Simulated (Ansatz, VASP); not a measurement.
# One calculation of PbS, two programs

```
Pb S
1.0
     4.17438    0.00000    0.00000
     0.00000    5.90347    0.00000
     0.00000    0.00000   23.34876
Pb S
5 5
Direct
  0.50000 0.00000 0.32122
  0.00000 0.50000 0.41061
  0.50000 0.00000 0.50000
  0.00000 0.50000 0.58939
  0.50000 0.00000 0.67878
  0.50000 0.50000 0.32122
  0.00000 0.00000 0.41061
  0.50000 0.50000 0.50000
  0.00000 0.00000 0.58939
  0.50000 0.50000 0.67878
```

Alike in both runs: task single point; functional PBEsol; k mesh 8 × 6 × 1; occupations gaussian, width 0.05 eV; no spin polarisation.

|  | VASP | Ansatz |
| --- | --- | --- |
| version | VASP 6.6.1 | Ansatz 0.2.0 |
| potentials or method | VASP PAW PBE potentials, release 64 (Pb_d, S), cutoff 520 eV | scalar-relativistic, plane waves, PAW |
| valence electrons in the cell | 100 | 100 |

```csv
,VASP,Ansatz,Ansatz less VASP
gap on the k mesh at the Fermi level (eV),none,none,-
rms of the force components (eV/Å),0.332,0.332,0.0000
```

VASP's potentials were made for PBE, not for PBEsol. A gap of «none» marks a metal or a gap that the smearing closes. Ansatz's warnings: xc potential rough in thin density.

Spin-orbit coupling is off throughout.
